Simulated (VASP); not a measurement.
Write the native input for VASP 6.6.1 that does the following.

```
Task                   : single point
Functional             : PBEsol
Potentials or basis    : VASP PAW PBE potentials, release 64 (Ag)
Cutoff                 : 520 eV
k mesh                 : 12 × 12 × 1
Occupations            : gaussian, width 0.1 eV
Spin                   : no spin polarisation
Dipole correction      : yes
Further INCAR settings : ALGO = Normal; EDIFF = 1e-06; NBANDS = 48
```

The structure of Ag lies in POSCAR:

```
Ag
1.0
    2.8687411796      0.0000000000      0.0000000000
   -1.4343705898      2.4844027385      0.0000000000
    0.0000000000      0.0000000000     24.0393450970
Ag
7
Direct
    0.0000000000      0.0000000000      0.2079923550
    0.6666666667      0.3333333333      0.3052488180
    0.3333333333      0.6666666667      0.4025052810
    0.6666666667      0.3333333333      0.5000000000
    0.3333333333      0.6666666667      0.5972564630
    0.0000000000      0.0000000000      0.6945129259
    0.3333333333      0.6666666667      0.7920076450
```

One way to write it, as run:

INCAR

```
SYSTEM = Ag
ALGO = Normal ; DIPOL = 0.5 0.5 0.500
EDIFF = 1E-6 ; ENCUT = 520
GGA = PS ; IDIPOL = 3
ISIF = 2 ; ISMEAR = 0
LASPH = .TRUE. ; LCHARG = .FALSE.
LDIPOL = .TRUE. ; LREAL = .FALSE.
LWAVE = .FALSE. ; NBANDS = 48
NELM = 100 ; PREC = Accurate
SIGMA = 0.1
```

KPOINTS

```
k-points
0
G
  12 12 1
  0 0 0
```

Potentials or basis: VASP PAW PBE potentials, release 64 (Ag).

Run with:

```console
$ cat potpaw_PBE.64/Ag/POTCAR > POTCAR
$ mpirun -np 1 vasp_std > vasp.out
```

It gave:

- Largest force: 0.044 eV/Å
- Band gap on the k mesh: zero (an odd number of electrons rules out a gap without spin polarisation)

Caveat: the PAW data sets were made with another functional, which shifts forces and pressure a little.

Wall time 6.5 min on 1 thread of Intel Xeon 8259CL, on a shared host, peak memory 0.37 GiB.
